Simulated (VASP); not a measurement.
Yb: single point with r2SCAN

Crystal: Yb.

```
Yb
1.0
     0.00000    2.60966    2.60966
     2.60966    0.00000    2.60966
     2.60966    2.60966    0.00000
Yb
1
Direct
  0.00000 0.00000 0.00000
```

```json
{
  "Program": "VASP 6.6.1",
  "Task": "single point",
  "Functional": "r2SCAN",
  "Potentials or basis": "VASP PAW PBE potentials, release 64 (Yb)",
  "Cutoff": "520 eV",
  "k mesh": "17 × 17 × 17",
  "Occupations": "fermi-dirac, width 0.1 eV",
  "Spin": "no spin polarisation"
}
```

| Item | Value |
| --- | --- |
| Pressure | -0.4 GPa |
| Band gap on the k mesh | zero (bands 12 and 13 overlap by 0.01 eV) |

Levels at points of the mesh, in eV from the Fermi level:
```
           k point  band 8  band 9  band 10  band 11  band 12  band 13  band 14  band 15  band 16  band 17
(0.00, 0.00, 0.00)   -0.52   -0.52    -0.46    -0.46    -0.46     3.13     3.13     3.13     5.35     5.35
```

Run time: 20 min on 1 thread of AMD EPYC 7R43 64-Core Processor (Zen 3), on a shared host, peak memory 0.23 GiB.

Caveat: the PAW data sets were made with another functional, which shifts forces and pressure a little; spin-orbit coupling is left out, which moves the levels of the heavy elements. Spin polarisation is off, so any magnetic state and its effect on volume and gap are missing.
